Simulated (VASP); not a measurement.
A run of VASP 6.6.1 is set up as follows.

File INCAR:

```
SYSTEM = Al3InAs4
PREC = Accurate
ENCUT = 520
EDIFF = 1E-6
ISMEAR = 0
SIGMA = 0.02
LREAL = .False.
LASPH = .True.
NELM = 100
ALGO = Normal
ISIF = 2
LWAVE = .False.
LCHARG = .False.
GGA = PE
NBANDS = 31
```

KPOINTS

```
Automatic mesh
0
Gamma
  8 4 4
  0 0 0
```

File POSCAR:

```
Al3InAs4
1.0
    4.0427656752      0.0000000000      0.0000000000
    0.0000000000      4.0466095314      5.7175141029
    0.0000000000     -4.0466095314      5.7175141029
Al In As
3 1 4
Direct
    0.0000000000     -0.0004326030     -0.0004326030
    0.5000000000      0.5013548136      0.9984115363
    0.5000000000      0.9984115363      0.5013548136
    0.0000000000      0.5011362469      0.5011362469
    0.0000000000      0.8919986880      0.3692620857
    0.5000000000      0.3631485395      0.3631485395
    0.0000000000      0.3692620857      0.8919986880
    0.5000000000      0.8751216930      0.8751216930
```

Potentials or basis: VASP PAW PBE potentials, release 64 (Al, In_d, As).

Command:

```bash
$ cat potpaw_PBE.64/Al/POTCAR potpaw_PBE.64/In_d/POTCAR potpaw_PBE.64/As/POTCAR > POTCAR
$ mpirun -np 1 vasp_std > vasp.out
```

Task: Estimate the pressure.

Result: 4.5 GPa.

Task: Predict the largest force.

Result: 0.008 eV/Å.

Task: What does it give for the band gap on the k mesh?

Result: 1.15 eV (least direct gap 1.23 eV).

Forces on the atoms (eV/Å):
```
Al   0.000  0.000 -0.001
Al   0.000  0.004 -0.001
Al   0.000 -0.004 -0.001
In   0.000  0.000 -0.001
As   0.000 -0.003 -0.002
As   0.000  0.000  0.008
As   0.000  0.003 -0.002
As   0.000  0.000 -0.001
```

Caveat: the cell stands under pressure; spin-orbit coupling is left out, which moves the levels of the heavy elements. A k mesh can miss the band edges.
